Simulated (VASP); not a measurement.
**TiC: relaxation of cell and atoms with PBE+D3(BJ)**

The system is TiC.

```xyz
2
Lattice="0.0000 2.1664 2.1664 2.1664 0.0000 2.1664 2.1664 2.1664 0.0000" Properties=species:S:1:pos:R:3 pbc="T T T"
Ti    0.0000    0.0000    0.0000
C     2.1664    2.1664    2.1664
```

```
Program                : VASP 6.6.1
Task                   : relaxation of cell and atoms
Functional             : PBE
Dispersion             : D3(BJ)
Potentials or basis    : VASP PAW PBE potentials, release 64 (Ti_sv, C)
Cutoff                 : 600 eV
k mesh                 : 16 × 16 × 16
Occupations            : gaussian, width 0.1 eV
Spin                   : no spin polarisation
Dipole correction      : no
Further INCAR settings : ALGO = Normal; EDIFF = 1e-07; IBRION = 2; EDIFFG = -0.005; NSW = 70; ISIF = 3
```

```yaml
Relaxed_volume: 9.88 Å³/atom
Relaxed_cell: a = 3.035 Å, b = 3.035 Å, c = 3.035 Å, α = 60.00°, β = 60.00°, γ = 60.00°
Space_group_after_relaxing_to_0.05_Å: Fm-3m (No. 225)
Energy_gained_by_relaxing: 6.6 meV/atom
Ionic_steps: 3
Pressure_after_relaxing: -0.1 GPa
Band_gap_on_the_k_mesh: zero (band 8 reaches 10.44 eV, above the bottom of band 9 at 9.33 eV)
Dispersion_energy_per_atom: -0.458 eV
```

The path:
```tsv
step	energy change (eV)	largest force (eV/Å)	pressure (GPa)	volume (Å³)
1	0.0000	0.0000	-7.14	20.34
2	0.0102	0.0000	10.61	19.03
3	-0.0132	0.0000	-0.06	19.76
```

Final structure:
```
Ti C
1.0
     0.00000    2.14593    2.14593
     2.14593    0.00000    2.14593
     2.14593    2.14593    0.00000
Ti C
1 1
Direct
  0.00000 0.00000 0.00000
  0.50000 0.50000 0.50000
```

Levels at points of the mesh, in eV from the Fermi level:
```tsv
k point	band 5	band 6	band 7	band 8	band 9	band 10	band 11	band 12
(0.00, 0.00, 0.00)	-12.52	0.71	0.71	0.71	1.72	1.72	1.72	1.78
(0.50, 0.00, 0.00)	-8.91	-5.96	-2.98	-2.98	3.03	3.03	4.26	8.38
(0.50, 0.50, 0.00)	-10.22	-3.44	-1.69	-0.01	-0.01	2.82	3.66	3.66
```

Run time: 33 s on 1 thread of Intel(R) Xeon(R) 6975P-C (Granite Rapids), on a shared host, peak memory 0.18 GiB.

Caveat: pairwise dispersion overbinds metals, which lowers pressure and volume.
